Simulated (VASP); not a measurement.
Wanted: the native input for a VASP 6.6.1 run.

```yaml
Task: single point
Functional: PBE
Potentials_or_basis: VASP PAW PBE potentials, release 64 (Zn, In_d, H)
Cutoff: 520 eV
k_mesh: 4 × 4 × 4
Occupations: gaussian, width 0.1 eV
Spin: no spin polarisation
Dipole_correction: no
Further_INCAR_settings: ALGO = Normal; EDIFF = 1e-06; NBANDS = 39
```

The structure of ZnInH3 lies in POSCAR:

```
ZnInH3
1.0
    5.9448651000      0.0000000000      0.0000000000
    0.0000000000      5.9448651000      0.0000000000
    0.0000000000      0.0000000000      4.2036544200
Zn In H
2 2 6
Direct
    0.5000000000      0.0000000000      0.0300491800
    0.0000000000      0.5000000000      0.9699508200
    0.0000000000      0.0000000000      0.5000000000
    0.5000000000      0.5000000000      0.5000000000
    0.7846751200      0.7846751200      0.0000000000
    0.7153248800      0.2846751200      0.0000000000
    0.5000000000      0.0000000000      0.5000000000
    0.2153248800      0.2153248800      0.0000000000
    0.2846751200      0.7153248800      0.0000000000
    0.0000000000      0.5000000000      0.5000000000
```

The input as run:

INCAR

```
SYSTEM = ZnInH3
  PREC = Accurate
  ENCUT = 520
  EDIFF = 1E-6
  ISMEAR = 0
  SIGMA = 0.1
  LREAL = .False.
  LASPH = .True.
  NELM = 60
  ALGO = Normal
  ISIF = 2
  LWAVE = .False.
  LCHARG = .False.
  GGA = PE
  NBANDS = 39
```

KPOINTS

```
Automatic mesh
0
Gamma
  4 4 4
  0 0 0
```

Potentials or basis: VASP PAW PBE potentials, release 64 (Zn, In_d, H).

Launch:

```sh
$ cat potpaw_PBE.64/Zn/POTCAR potpaw_PBE.64/In_d/POTCAR potpaw_PBE.64/H/POTCAR > POTCAR
$ mpirun -np 1 vasp_std > vasp.out
```

Results of the run:

```json
{
  "Pressure": "-7.1 GPa",
  "Largest force": "0.298 eV/Å",
  "Band gap on the k mesh": "zero (bands 28 and 29 overlap by 0.37 eV)"
}
```

Caveat: the k points lie up to 0.37 Å⁻¹ apart; spin-orbit coupling is left out, which moves the levels of the heavy elements.

It took 110 s on 1 thread of Intel(R) Xeon(R) Platinum 8259CL CPU @ 2.50GHz (Skylake/Cascade Lake), with other jobs on the host, peak memory 0.31 GiB.
